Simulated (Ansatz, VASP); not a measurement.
## Be8H: VASP beside Ansatz

```
Be H
1.0
     4.69681    0.00000    0.00000
    -2.34841    4.06756    0.00000
     0.00000    0.00000    3.56099
Be H
8 1
Cartesian
  -0.1078 1.4181 0.8902
  -1.1742 3.2651 0.8902
  2.4562 1.4181 0.8902
  1.1742 3.3896 0.8902
  1.1742 0.6779 2.6707
  0.0075 2.7160 2.6707
  3.5226 0.6693 2.6707
  2.3409 2.7160 2.6707
  1.1742 0.6779 0.8902
```

Alike in both runs: functional PBE; k mesh 6 × 6 × 8; occupations gaussian, width 0.1 eV; no spin polarisation.

Ansatz relaxed the structure, and its values are those at the end. VASP's run is a single point on that final structure, the one shown.

|  | VASP | Ansatz |
| --- | --- | --- |
| version | VASP 6.6.1 | Ansatz 0.2.0 |
| potentials or method | VASP PAW PBE potentials, release 64 (Be, H), cutoff 520 eV | scalar-relativistic, plane waves, PAW |
| valence electrons in the cell | 17 | 17 |

```csv
,VASP,Ansatz,Ansatz less VASP
gap on the k mesh at the Fermi level (eV),none,none,-
pressure (GPa),0.1,0.0,-0.11
```

A gap of «none» marks a metal or a gap that the smearing closes.
